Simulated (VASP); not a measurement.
Set up this calculation in VASP 6.6.1, as the native input.

```yaml
Task: relaxation of cell and atoms
Functional: PBE
Potentials_or_basis: VASP PAW PBE potentials, release 64 (In_d, Sb)
Cutoff: 600 eV
k_mesh: 12 × 12 × 6
Occupations: gaussian, width 0.1 eV
Spin: no spin polarisation
Dipole_correction: no
Further_INCAR_settings: ALGO = Normal; EDIFF = 1e-06; IBRION = 2; EDIFFG = -0.01; NSW = 100; ISIF = 3
```

The structure of InSb3 lies in POSCAR:

```
InSb3
1.0
    3.7594413993      0.0000000000      0.0000000000
    0.0000000000      3.7594413993      0.0000000000
    0.0000000000      0.0000000000      9.5607666917
In Sb
1 3
Direct
    0.0000000000      0.0000000000      0.0000000000
    0.5000000000      0.5000000000      0.5000000000
    0.0000000000      0.0000000000      0.6829339773
    0.0000000000      0.0000000000      0.3170660227
```

These files were run (other wordings do the same):

INCAR

```
SYSTEM = InSb3
ALGO = Normal
EDIFF = 1E-6
EDIFFG = -0.01
ENCUT = 600
GGA = PE
IBRION = 2
ISIF = 3
ISMEAR = 0
LASPH = .True.
LCHARG = .False.
LREAL = .False.
LWAVE = .False.
NELM = 80
NSW = 100
PREC = Accurate
SIGMA = 0.1
```

KPOINTS

```
k-points
0
Gamma
  12 12 6
  0 0 0
```

Potentials or basis: VASP PAW PBE potentials, release 64 (In_d, Sb).

Command:

```sh
$ cat potpaw_PBE.64/In_d/POTCAR potpaw_PBE.64/Sb/POTCAR > POTCAR
$ mpirun -np 1 vasp_std > vasp.out
```

It gave:

| Item | Value |
| --- | --- |
| Relaxed volume | 32.89 Å³/atom |
| Relaxed cell | a = 3.690 Å, b = 3.690 Å, c = 9.663 Å, α = 90.00°, β = 90.00°, γ = 90.00° |
| Space group after relaxing (to 0.05 Å) | P4/mmm (No. 123) |
| Energy gained by relaxing | 2.5 meV/atom |
| Ionic steps | 9 |
| Pressure after relaxing | 0.0 GPa |

It took 10 min on 1 thread of Intel(R) Xeon(R) 6975P-C (Granite Rapids) (shared host), peak memory 0.54 GiB.
